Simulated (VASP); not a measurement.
A run of VASP 6.6.1:

Contents of INCAR:

```
SYSTEM = BN
ALGO     = Normal         ! electronic algorithm
EDIFF    = 1E-6           ! SCF threshold, eV
ENCUT    = 520            ! plane-wave cutoff, eV
GGA      = PE             ! functional
ISIF     = 2              ! what is computed and relaxed
ISMEAR   = -1             ! smearing method
LASPH    = .TRUE.         ! aspherical terms in the spheres
LCHARG   = .FALSE.        ! write CHGCAR
LREAL    = .FALSE.        ! projectors in reciprocal space
LWAVE    = .FALSE.        ! write WAVECAR
NBANDS   = 11             ! bands
NELM     = 100            ! most SCF steps
PREC     = Accurate       ! precision mode
SIGMA    = 0.02           ! smearing width, eV
```

KPOINTS

```
k-points
0
G
  14 14 14
  0 0 0
```

POSCAR

```
BN
1.0
    0.0000000000      1.8075000000      1.8255750000
    1.8075000000      0.0000000000      1.8255750000
    1.8075000000      1.8075000000      0.0000000000
B N
1 1
Direct
    0.0000000000      0.0000000000      0.0000000000
    0.2500000000      0.2500000000      0.2500000000
```

Potentials or basis: VASP PAW PBE potentials, release 64 (B, N).

Launch:

```sh
$ cat potpaw_PBE.64/B/POTCAR potpaw_PBE.64/N/POTCAR > POTCAR
$ mpirun -np 1 vasp_std > vasp.out
```

Hardware: 1 thread of Intel(R) Xeon(R) Platinum 8488C (Sapphire Rapids), on a shared host.

**Question.** How long does it take, and how much memory?

**Answer.** It took 16 s on 1 thread of Intel(R) Xeon(R) Platinum 8488C (Sapphire Rapids), with other jobs on the host, peak memory 0.14 GiB. Counts: scf iterations 12, k points 244.
